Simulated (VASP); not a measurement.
ZnSnN, 3 atoms in the cell. The structure is hexagonal, space group P-6m2 (No. 187). The conventional cell has a = 4.577 Å, b = 4.577 Å, c = 2.836 Å, α = 90.00°, β = 90.00°, γ = 120.00°. Within 3.5 Å of Zn (site symmetry -6m2) lie 3 Sn at 2.64 Å and 2 Zn at 2.84 Å and 6 N at 3.00 Å. Within 3.5 Å of Sn (site symmetry -6m2) lie 3 Zn at 2.64 Å and 2 Sn at 2.84 Å and 6 N at 3.00 Å. N (site symmetry -6m2) has 2 N at 2.84 Å and 6 Zn at 3.00 Å and 6 Sn at 3.00 Å within 3.7 Å. The cell was built from a structure type or drawn by symmetry, and may not be a known phase.

| Item | Value |
| --- | --- |
| Program | VASP 6.6.1 |
| Task | relaxation of cell and atoms |
| Functional | PBE |
| Potentials or basis | VASP PAW PBE potentials, release 64 (Zn, Sn_d, N) |
| Cutoff | 600 eV |
| k mesh | 6 × 6 × 6 |
| Occupations | gaussian, width 0.1 eV |
| Spin | no spin polarisation |
| Dipole correction | no |
| Further INCAR settings | ALGO = Normal; EDIFF = 1e-07; IBRION = 2; EDIFFG = -0.04; NSW = 90; ISIF = 3 |

Potentials or basis: VASP PAW PBE potentials, release 64 (Zn, Sn_d, N).

The run is started by

```sh
$ cat potpaw_PBE.64/Zn/POTCAR potpaw_PBE.64/Sn_d/POTCAR potpaw_PBE.64/N/POTCAR > POTCAR
$ mpirun -np 1 vasp_std > vasp.out
```

Hardware: 1 thread of Intel(R) Xeon(R) Platinum 8259CL CPU @ 2.50GHz (Skylake/Cascade Lake) (shared host).

**Question.** How long does it take, and how much memory?

**Answer.** Wall time 2.5 min on 1 thread of Intel(R) Xeon(R) Platinum 8259CL CPU @ 2.50GHz (Skylake/Cascade Lake), with other jobs on the host, peak memory 0.22 GiB. Counts: scf iterations 62, k points 28, ion steps 6.
